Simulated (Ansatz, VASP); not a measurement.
# One calculation of IrS, two programs

Contents of INCAR:

```
SYSTEM = IrS
PREC = Accurate
ENCUT = 560
EDIFF = 1E-6
ISMEAR = 0
SIGMA = 0.05
LREAL = .False.
LASPH = .True.
NELM = 120
ALGO = Normal
ISIF = 2
LWAVE = .False.
LCHARG = .False.
GGA = PS
NBANDS = 18
GGA_COMPAT = .False.
```

KPOINTS

```
regular mesh
0
Gamma
  10 10 10
  0 0 0
```

The input POSCAR:

```
IrS
1.0
    0.0000000000      2.4391161214      2.4391161214
    2.4391161214      0.0000000000      2.4391161214
    2.4391161214      2.4391161214      0.0000000000
Ir S
1 1
Direct
    0.5000000000      0.5000000000      0.5000000000
    0.0000000000      0.0000000000      0.0000000000
```

Input for Ansatz:

```yaml
crystal:
  lattice:
    - [0.0, 2.4391161214, 2.4391161214]
    - [2.4391161214, 0.0, 2.4391161214]
    - [2.4391161214, 2.4391161214, 0.0]
  atoms:
    - { symbol: Ir, position: [0.5, 0.5, 0.5] }
    - { symbol: S, position: [0.0, 0.0, 0.0] }
basis:
  ecutwfc: 420
  ecutrho_ratio: 4
kpoints:
  mp_grid: { grid: [10, 10, 10] }
hamiltonian:
  xc: pbesol
scf:
  occupations: { method: gaussian, width: 0.05 }
output:
  forces: true
  stress: true
  eigenvalues: true
```

Alike in both runs: task single point; functional PBEsol; k mesh 10 × 10 × 10; occupations gaussian, width 0.05 eV; no spin polarisation.

|  | VASP | Ansatz |
| --- | --- | --- |
| version | VASP 6.6.1 | Ansatz 0.2.0 |
| potentials or method | VASP PAW PBE potentials, release 64 (Ir_sv_GW, S), cutoff 560 eV | scalar-relativistic, plane waves, PAW |
| valence electrons in the cell | 23 | 23 |

```csv
,VASP,Ansatz,Ansatz less VASP
gap on the k mesh at the Fermi level (eV),none,none,-
pressure (GPa),-0.7,0.0,+0.76
```

VASP's potentials were made for PBE, not for PBEsol. A gap of «none» marks a metal or a gap that the smearing closes.

Spin-orbit coupling is off throughout.
